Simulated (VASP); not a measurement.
# Mg3S2O (P4/mmm) in VASP: a series of runs

Mg3S2O is run at these levels: PBE; tasks: single point, relaxation of cell and atoms.

All numbers are computed with VASP 6.6.1; they aren't measurements. Logs are shortened: lines on timing, memory, paths and dates and some standing lists are left out, and cuts for length are marked.

## 1. The cell of the first run

Symmetry: P4/mmm, No. 123, tetragonal system. Conventional cell: a = 4.879 Å, b = 4.879 Å, c = 4.991 Å, α = 90.00°, β = 90.00°, γ = 90.00°. Mg (site symmetry mmm) has 2 Mg at 2.44 Å and 2 S at 2.44 Å within 3.2 Å. Within 3.2 Å of Mg (site symmetry 4/mmm) lie 4 Mg at 2.44 Å and 2 S at 2.50 Å. S (site symmetry 4/mmm) has 2 Mg at 2.50 Å within 3.3 Å. Within 3.2 Å of S (site symmetry 4/mmm) lie 4 Mg at 2.44 Å and 2 O at 2.50 Å. O (site symmetry 4/mmm) has 2 S at 2.50 Å within 3.3 Å.

The cell was built from a structure type or drawn by symmetry, and may not be a known phase.

## 2. Single point, PBE

The input, INCAR:

```
PREC = Accurate
ENCUT = 520
EDIFF = 1E-7
ISMEAR = 0
SIGMA = 0.1
LREAL = False
LASPH = True
NELM = 80
ALGO = Normal
ISIF = 2
LWAVE = False
LCHARG = True
GGA = PE
LELF = True
LVHAR = True
NBANDS = 21
```

The input, KPOINTS:

```
Automatic mesh
0
Gamma
  4 4 4
```

The input, POSCAR:

```
Mg3S2O
1.0
    4.8791472200      0.0000000000      0.0000000000
    0.0000000000      4.8791472200      0.0000000000
    0.0000000000      0.0000000000      4.9911316300
Mg S O
3 2 1
Direct
    0.0000000000      0.5000000000      0.5000000000
    0.5000000000      0.0000000000      0.5000000000
    0.5000000000      0.5000000000      0.5000000000
    0.5000000000      0.5000000000      0.0000000000
    0.0000000000      0.0000000000      0.5000000000
    0.0000000000      0.0000000000      0.0000000000
```

Potentials or basis: VASP PAW PBE potentials, release 64 (Mg, S, O).

Run with:

```bash
$ cat potpaw_PBE.64/Mg/POTCAR potpaw_PBE.64/S/POTCAR potpaw_PBE.64/O/POTCAR > POTCAR
$ mpirun -np 1 vasp_std > vasp.out
```

OUTCAR:

```text
PREC = Accurate
   ENCUT = 520
   EDIFF = 1E-7
   ISMEAR = 0
   LREAL = False
   LASPH = True
   NELM = 80
   ISIF = 2
   GGA = PE

 ion  position               nearest neighbor table
   1  0.000  0.500  0.500-   3 2.44   5 2.44   5 2.44   3 2.44   2 3.45   2 3.45   2 3.45   2 3.45

   2  0.500  0.000  0.500-   3 2.44   5 2.44   3 2.44   5 2.44   1 3.45   1 3.45   1 3.45   1 3.45

   3  0.500  0.500  0.500-   1 2.44   2 2.44   2 2.44   1 2.44   4 2.50   4 2.50
   4  0.500  0.500  0.000-   3 2.50   3 2.50
   5  0.000  0.000  0.500-   1 2.44   2 2.44   1 2.44   2 2.44
   6  0.000  0.000  0.000-

  LATTYP: Found a simple tetragonal cell.
 ALAT       =     4.8791472200
 C/A-ratio  =     1.0229516358

  Lattice vectors:

 A1 = (   4.8791472200,   0.0000000000,   0.0000000000)
 A2 = (   0.0000000000,   4.8791472200,   0.0000000000)
 A3 = (   0.0000000000,   0.0000000000,   4.9911316300)

Analysis of symmetry for initial positions (statically):
=====================================================================
 Subroutine PRICEL returns:
 Original cell was already a primitive cell.

 Routine SETGRP: Setting up the symmetry group for a
 simple tetragonal supercell.

 Subroutine GETGRP returns: Found 16 space group operations
 (whereof 16 operations were pure point group operations)
 out of a pool of 16 trial point group operations.

The static configuration has the point symmetry D_4h.

Analysis of symmetry for dynamics (positions and initial velocities):
=====================================================================
 Subroutine PRICEL returns:
 Original cell was already a primitive cell.

 Routine SETGRP: Setting up the symmetry group for a
 simple tetragonal supercell.

 Subroutine GETGRP returns: Found 16 space group operations
 (whereof 16 operations were pure point group operations)
 out of a pool of 16 trial point group operations.

The dynamic configuration has the point symmetry D_4h.

 Subroutine INISYM returns: Found 16 space group operations
 (whereof 16 operations are pure point group operations),
 and found     1 'primitive' translations

----------------------------------------------------------------------------------------

                                     Primitive cell

  volume of cell :     118.8193

  direct lattice vectors                    reciprocal lattice vectors
     4.879147220  0.000000000  0.000000000     0.204953848  0.000000000  0.000000000
     0.000000000  4.879147220  0.000000000     0.000000000  0.204953848  0.000000000
     0.000000000  0.000000000  4.991131630     0.000000000  0.000000000  0.200355365

  length of vectors
     4.879147220  4.879147220  4.991131630     0.204953848  0.204953848  0.200355365

  position of ions in fractional coordinates (direct lattice)
     0.000000000  0.500000000  0.500000000
     0.500000000  0.000000000  0.500000000
     0.500000000  0.500000000  0.500000000
     0.500000000  0.500000000  0.000000000
     0.000000000  0.000000000  0.500000000
     0.000000000  0.000000000  0.000000000

  ion indices of the primitive-cell ions
   primitive index   ion index
                 1           1
                 2           2
                 3           3
                 4           4
                 5           5
                 6           6

----------------------------------------------------------------------------------------

 KPOINTS: Automatic mesh

Automatic generation of k-mesh.
 Grid dimensions read from file:
 generate k-points for:    4    4    4

 Generating k-lattice:

  Cartesian coordinates                     Fractional coordinates (reciprocal lattice)
     0.051238462  0.000000000  0.000000000     0.250000000  0.000000000  0.000000000
     0.000000000  0.051238462  0.000000000     0.000000000  0.250000000  0.000000000
     0.000000000  0.000000000  0.050088841     0.000000000  0.000000000  0.250000000

  Length of vectors
     0.051238462  0.051238462  0.050088841

  Shift w.r.t. Gamma in fractional coordinates (k-lattice)
     0.000000000  0.000000000  0.000000000

 Subroutine IBZKPT returns following result:
 ===========================================

 Found     18 irreducible k-points:

 Following reciprocal coordinates:
            Coordinates               Weight
  0.000000  0.000000  0.000000      1.000000
  0.250000  0.000000  0.000000      4.000000
  0.500000  0.000000  0.000000      2.000000
  0.250000  0.250000  0.000000      4.000000
  0.500000  0.250000  0.000000      4.000000
  0.500000  0.500000  0.000000      1.000000
[... 10 lines left out ...]
  0.500000  0.250000  0.500000      4.000000
  0.500000  0.500000  0.500000      1.000000
   k-points           NKPTS =     18   k-points in BZ     NKDIM =     18   number of bands    NBANDS=     21
   number of dos      NEDOS =    301   number of ions     NIONS =      6
   total plane-waves  NPLWV =  51840
   dimension x,y,z NGX =    36 NGY =   36 NGZ =   40
   dimension x,y,z NGXF=    72 NGYF=   72 NGZF=   80
   ions per type =               3   2   1
   NGX,Y,Z   is equivalent  to a cutoff of  12.27, 12.27, 13.32 a.u.
   NGXF,Y,Z  is equivalent  to a cutoff of  24.53, 24.53, 26.65 a.u.
 SYSTEM =  unknown system
   PREC   = accura    normal or accurate (medium, high low for compatibility)
   ISTART =      0    job   : 0-new  1-cont  2-samecut
   ICHARG =      2    charge: 1-file 2-atom 10-const
   ISPIN  =      1    spin polarized calculation?
   LNONCOLLINEAR =      F non collinear calculations
   LSORBIT =      F    spin-orbit coupling
   LASPH  =      T    aspherical Exc in radial PAW
   ENCUT  =  520.0 eV  38.22 Ry    6.18 a.u.   9.07  9.07  9.28*2*pi/ulx,y,z
   NELM   =     80;   NELMIN=  2; NELMDL= -5     # of ELM steps
   EDIFF  = 0.1E-06   stopping-criterion for ELM
   LREAL  =      F    real-space projection
   EDIFFG = 0.1E-05   stopping-criterion for IOM
   NSW    =      0    number of steps for IOM
   IBRION =     -1    ionic relax: 0-MD 1-quasi-New 2-CG
   NFREE  =      0    steps in history (QN), initial steepest desc. (CG)
   ISIF   =      2    stress and relaxation
   ISYM   =      2    0-nonsym 1-usesym 2-fastsym
   POTIM  = 0.5000    time-step for ionic-motion
   TEBEG  =    0.0;   TEEND  =   0.0 temperature during run
   PSTRESS=    0.0 pullay stress
   NELECT =      24.0000    total number of electrons
   NUPDOWN=      -1.0000    fix difference up-down
   EMIN   =  10.00;   EMAX   =-10.00  energy-range for DOS
   EFERMI =   0.00;   METHOD = LEGACY
   ISMEAR =     0;   SIGMA  =   0.10  broadening in eV -4-tet -1-fermi 0-gaus
   EFERMI_NEDOS =   21; number of points for ismear=-14 and -15
   IALGO  =     38    algorithm
   IMIX   =      4    mixing-type and parameters
     AMIX     =   0.40;   BMIX     =  1.00
     AMIX_MAG =   1.60;   BMIX_MAG =  1.00
  volume/ion in A,a.u.               =      19.80       133.64
  Fermi-wavevector in a.u.,A,eV,Ry     =   0.960542  1.815161 12.553288  0.922641
  Thomas-Fermi vector in A             =   2.089835
   LORBIT       =      0    0 simple, 1 ext, 2 COOP (PROOUT), +10 PAW based schemes
   GGA     = PE    functional components
   LHFCALC =     F    Hartree Fock is set to
   AEXX    =    0.0000 exact exchange contribution
   IVDW    =     0    specifies the selected vdW correction
   LEPSILON=     F    determine dielectric tensor
   LRPA    =     F    only Hartree local field effects (RPA)
 non-spin polarized calculation
 Gauss-broadening in eV      SIGMA  =   0.10
  energy-cutoff  :      520.00
  volume of cell :      118.82
 maximum number of plane-waves:      3226
   NGX = 19   NGY = 19   NGZ = 19

 number of electron      23.9999987 magnetization

 Free energy of the ion-electron system (eV)
  ---------------------------------------------------
  ext. energy  EPLUGINS =         0.00000000
  ---------------------------------------------------
  free energy    TOTEN  =       -14.92271827 eV

  energy without entropy =      -14.89962470  energy(sigma->0) =      -14.91117148

 E-fermi :   2.5124     XC(G=0):  -8.7946

 val. band max:        2.4958575913   @ k =   0.5000   0.2500   0.2500
 cond. band min:       2.5831678539   @ k =   0.5000   0.5000   0.5000
 fundamental gap:      0.0873102626
 Fermi energy:         2.5123689796

 k-point     1 :       0.0000    0.0000    0.0000
  band No.  band energies     occupation
      1     -13.2204      2.00000
      2     -10.6622      2.00000
      3      -9.1733      2.00000
      4      -2.2717      2.00000
      5      -2.2717      2.00000
      6      -2.1548      2.00000
[... 13 lines left out ...]
     20       7.5923      0.00000
     21       8.7995      0.00000

 k-point     2 :       0.2500    0.0000    0.0000
  band No.  band energies     occupation
      1     -13.2064      2.00000
      2     -10.6093      2.00000
      3      -9.1981      2.00000
      4      -2.8626      2.00000
      5      -2.1532      2.00000
      6      -2.0420      2.00000
[... 13 lines left out ...]
     20       8.3484      0.00000
     21       8.3873      0.00000

 k-point     3 :       0.5000    0.0000    0.0000
  band No.  band energies     occupation
      1     -13.1926      2.00000
      2     -10.5519      2.00000
      3      -9.2276      2.00000
      4      -3.2764      2.00000
      5      -2.0147      2.00000
      6      -1.9025      2.00000
[... 13 lines left out ...]
     20       8.5721      0.00000
     21       9.6246      0.00000
[... 313 lines left out ...]
 k-point    17 :       0.5000    0.2500    0.5000
  band No.  band energies     occupation
      1     -12.9523      2.00000
      2     -10.9990      2.00000
      3      -9.0668      2.00000
      4      -3.6390      2.00000
      5      -2.5305      2.00000
      6      -1.4427      2.00000
[... 13 lines left out ...]
     20       8.8976      0.00000
     21       9.2082      0.00000

 k-point    18 :       0.5000    0.5000    0.5000
  band No.  band energies     occupation
      1     -12.9494      2.00000
      2     -10.9532      2.00000
      3      -9.0486      2.00000
      4      -2.9903      2.00000
      5      -2.9903      2.00000
      6      -2.4190      2.00000
[... 13 lines left out ...]
     20       9.0450      0.00000
     21       9.7298      0.00000

------------------------ aborting loop because EDIFF is reached ----------------------------------------

  FORCE on cell =-STRESS in cart. coord.  units (eV):
  Direction    XX          YY          ZZ          XY          YZ          ZX
  --------------------------------------------------------------------------------------
  -------------------------------------------------------------------------------------
  Total       12.3682382     12.3682382    -13.7091130      0.0000000      0.0000000      0.0000000
  in kB      166.7752328    166.7752328   -184.8557949      0.0000000      0.0000000      0.0000000
  external PRESSURE =      49.5648902 kB  Pullay stress =       0.0000000 kB

 VOLUME and BASIS-vectors are now :
 -----------------------------------------------------------------------------
  energy-cutoff  :      520.00
  volume of cell :      118.82
      direct lattice vectors                 reciprocal lattice vectors
     4.879147220  0.000000000  0.000000000     0.204953848  0.000000000  0.000000000
     0.000000000  4.879147220  0.000000000     0.000000000  0.204953848  0.000000000
     0.000000000  0.000000000  4.991131630     0.000000000  0.000000000  0.200355365

 POSITION                                       TOTAL-FORCE (eV/Angst)
 -----------------------------------------------------------------------------------
      0.00000      2.43957      2.49557         0.000000      0.000000      0.000000
      2.43957      0.00000      2.49557         0.000000      0.000000      0.000000
      2.43957      2.43957      2.49557         0.000000      0.000000      0.000000
      2.43957      2.43957      0.00000         0.000000      0.000000      0.000000
      0.00000      0.00000      2.49557         0.000000      0.000000      0.000000
      0.00000      0.00000      0.00000         0.000000      0.000000      0.000000
 -----------------------------------------------------------------------------------
    total drift:                               -0.000000      0.000000     -0.000000

  FREE ENERGIE OF THE ION-ELECTRON SYSTEM (eV)
  ---------------------------------------------------
  free  energy   TOTEN  =       -14.9227182655 eV

  energy  without entropy=      -14.8996246994  energy(sigma->0) =      -14.91117148
```

It took 26 s on 1 thread of AMD EPYC 9R45 (Zen 5), shared host; peak memory 0.19 GiB.

What came out:

```
Free energy            : -14.9227 eV
Pressure               : 5.0 GPa
Band gap on the k mesh : zero (bands 12 and 13 overlap by 0.75 eV)
```

Levels at points of the mesh, in eV from the Fermi level:
| k point | band 10 | band 11 | band 12 | band 13 | band 14 | band 15 |
| --- | --- | --- | --- | --- | --- | --- |
| (0.00, 0.00, 0.00) | -1.49 | -0.12 | -0.12 | 0.71 | 1.72 | 3.34 |
| (0.50, 0.00, 0.00) | -0.66 | -0.31 | -0.11 | 0.97 | 1.66 | 1.79 |
| (0.50, 0.50, 0.00) | -1.78 | -0.04 | -0.04 | 1.76 | 2.89 | 2.89 |
| (0.00, 0.00, 0.50) | -1.20 | -0.12 | -0.12 | 0.46 | 1.13 | 2.05 |
| (0.50, 0.00, 0.50) | -1.17 | -0.99 | -0.90 | -0.68 | 0.28 | 2.07 |
| (0.50, 0.50, 0.50) | -1.14 | 0.07 | 0.07 | 0.95 | 1.63 | 1.63 |

Caveat: the cell stands under pressure; semilocal functionals underestimate gaps, so a narrow gap can read as zero.

## 3. Single point, PBE

This run uses another cell than the first one, of 21.85 Å³/atom.

Changes to INCAR since step 2:

```diff
@@ -7,3 +7,3 @@
 LASPH = True
-NELM = 80
+NELM = 100
 ALGO = Normal
```

The input, KPOINTS:

```
regular mesh
0
Gamma
  4 4 4
```

Changes to POSCAR since step 2:

```diff
@@ -2,5 +2,5 @@
 1.0
-    4.8791472200      0.0000000000      0.0000000000
-    0.0000000000      4.8791472200      0.0000000000
-    0.0000000000      0.0000000000      4.9911316300
+    5.4234640421      0.0000000000      0.0000000000
+    0.0000000000      5.4234640421      0.0000000000
+    0.0000000000      0.0000000000      4.4563073056
 Mg S O
```

Potentials or basis: VASP PAW PBE potentials, release 64 (Mg, S, O).

Run with:

```bash
$ cat potpaw_PBE.64/Mg/POTCAR potpaw_PBE.64/S/POTCAR potpaw_PBE.64/O/POTCAR > POTCAR
$ mpirun -np 1 vasp_std > vasp.out
```

It took 33 s on 1 thread of AMD EPYC 9R45 (Zen 5), shared host; peak memory 0.21 GiB.

It converged, with:

* Free energy: -17.0836 eV
* Pressure: 0.1 GPa
* Band gap on the k mesh: zero (bands 12 and 13 overlap by 0.75 eV)

Stress tensor (GPa, compression positive):
```
 0.31  0.00  0.00
 0.00  0.31  0.00
 0.00  0.00 -0.30
```

Levels at points of the mesh, in eV from the Fermi level:
```
           k point  band 10  band 11  band 12  band 13  band 14  band 15
(0.00, 0.00, 0.00)    -2.52    -0.34    -0.07    -0.07     3.20     3.20
(0.50, 0.00, 0.00)    -0.70    -0.04     0.23     0.68     2.22     2.28
(0.50, 0.50, 0.00)    -1.41    -0.19    -0.19     2.28     2.28     2.93
(0.00, 0.00, 0.50)    -0.82    -0.82    -0.78     0.10     0.55     1.15
(0.50, 0.00, 0.50)    -1.24    -1.01    -0.64    -0.46     0.15     1.85
(0.50, 0.50, 0.50)    -0.74    -0.74    -0.57     0.76     0.76     1.27
```

Caveat: semilocal functionals underestimate gaps, so a narrow gap can read as zero.

## 4. Relaxation of cell and atoms, PBE

The input, INCAR:

```
SYSTEM = Mg3S2O
PREC = Accurate ; ENCUT = 600
EDIFF = 1E-6 ; ISMEAR = 0
SIGMA = 0.1 ; LREAL = .False.
LASPH = .True. ; NELM = 60
ALGO = Normal ; ISIF = 3
LWAVE = .False. ; LCHARG = .False.
GGA = PE ; IBRION = 2
NSW = 90 ; EDIFFG = -0.04
```

The input, KPOINTS:

```
regular mesh
0
Gamma
  4 4 4
  0 0 0
```

Changes to POSCAR since step 3:

```diff
@@ -2,5 +2,5 @@
 1.0
-    5.4234640421      0.0000000000      0.0000000000
-    0.0000000000      5.4234640421      0.0000000000
-    0.0000000000      0.0000000000      4.4563073056
+    4.8791472200      0.0000000000      0.0000000000
+    0.0000000000      4.8791472200      0.0000000000
+    0.0000000000      0.0000000000      4.9911316300
 Mg S O
```

Run with:

```bash
$ cat potpaw_PBE.64/Mg/POTCAR potpaw_PBE.64/S/POTCAR potpaw_PBE.64/O/POTCAR > POTCAR
$ mpirun -np 1 vasp_std > vasp.out
```

It took 77 s on 1 thread of AMD EPYC 9R45 (Zen 5), shared host; peak memory 0.24 GiB.

The run converged. Its results:

| Property | Result |
| --- | --- |
| Free energy | -17.0813 eV |
| Relaxed volume | 21.94 Å³/atom |
| Relaxed cell | a = 5.436 Å, b = 5.436 Å, c = 4.455 Å, α = 90.00°, β = 90.00°, γ = 90.00° |
| Space group after relaxing (to 0.1 Å) | P4/mmm (No. 123) |
| Energy gained by relaxing | 359.5 meV/atom |
| Ionic steps | 5 |
| Pressure after relaxing | 0.0 GPa |
| Band gap on the k mesh | zero (bands 12 and 13 overlap by 0.75 eV) |

Stress tensor (GPa, compression positive):
```
 0.07  0.00  0.00
 0.00  0.07  0.00
 0.00  0.00 -0.24
```

Step by step:
```csv
step,energy change (eV),largest force (eV/Å),pressure (GPa),volume (Å³)
1,0.0000,0.0000,4.94,118.82
2,-2.1419,0.0000,1.05,127.76
3,-2.1450,0.0000,1.16,128.08
4,-2.1437,0.0000,1.23,128.23
5,-2.1572,0.0000,-0.03,131.64
```

Final structure:
```yaml
crystal:
  lattice:
    - [5.43581, 0.00000, 0.00000]
    - [0.00000, 5.43581, 0.00000]
    - [0.00000, 0.00000, 4.45496]
  atoms:
    - { symbol: Mg, position: [0.00000, 0.50000, 0.50000] }
    - { symbol: Mg, position: [0.50000, 0.00000, 0.50000] }
    - { symbol: Mg, position: [0.50000, 0.50000, 0.50000] }
    - { symbol: S, position: [0.50000, 0.50000, 0.00000] }
    - { symbol: S, position: [0.00000, 0.00000, 0.50000] }
    - { symbol: O, position: [0.00000, 0.00000, 0.00000] }
```

Levels at points of the mesh, in eV from the Fermi level:
```
           k point  band 10  band 11  band 12  band 13  band 14  band 15
(0.00, 0.00, 0.00)    -2.53    -0.35    -0.07    -0.07     3.19     3.19
(0.50, 0.00, 0.00)    -0.70    -0.04     0.23     0.67     2.20     2.28
(0.50, 0.50, 0.00)    -1.41    -0.19    -0.19     2.26     2.26     2.91
(0.00, 0.00, 0.50)    -0.82    -0.82    -0.77     0.09     0.54     1.14
(0.50, 0.00, 0.50)    -1.24    -1.02    -0.64    -0.45     0.15     1.84
(0.50, 0.50, 0.50)    -0.75    -0.75    -0.56     0.75     0.75     1.27
```

Caveat: semilocal functionals underestimate gaps, so a narrow gap can read as zero.

(Part 1 of 2 ends here.)
